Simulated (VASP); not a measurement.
Runs of VASP 6.6.1 on Sr3O. The structure is that of space group Pm-3m (No. 221), or close to it. The cells are those of the table. 

| task | cell | k mesh | cutoff (eV) | gap on the mesh (eV) | pressure (GPa) | relaxed volume (Å³/atom) |
| --- | --- | --- | --- | --- | --- | --- |
| single point | a = 4.686 Å, 4 atoms | 4 × 4 × 4 | 520 | none | 7.8 | - |
| single point | a = 5.249 Å, 4 atoms | 10 × 10 × 10 | 520 | none | 0.0 | - |
| relaxation of cell and atoms | relaxed from a = 4.668, b = 4.668, c = 4.620 Å, 4 atoms | 4 × 4 × 4 | 600 | none | 0.0 | 35.88 |
| single point | a = 5.218 Å, 4 atoms | 4 × 4 × 4 | 520 | none | 0.3 | - |
| single point | a = 5.274, b = 5.274, c = 5.112 Å, 4 atoms | 4 × 4 × 4 | 520 | none | 0.3 | - |
| single point | a = 4.668, b = 4.668, c = 4.620 Å, 4 atoms | 4 × 4 × 4 | 520 | none | 8.3 | - |
| relaxation of cell and atoms | relaxed from a = 4.686 Å, 4 atoms | 4 × 4 × 4 | 600 | none | -0.1 | (a) |

Alike in all rows: level PBE; potentials or basis VASP PAW PBE potentials, release 64 (Sr_sv, O); no spin polarisation; smearing gaussian 0.1 eV.

Estimate the missing entries.

(a) 36.17.

Caveats: the volume moved by over 15 % at a fixed basis, so the end points are rough (some runs).

A k mesh can miss the band edges, and the runs leave out spin-orbit coupling on Sr.

A gap of «none» marks levels without a gap at the run's occupations.
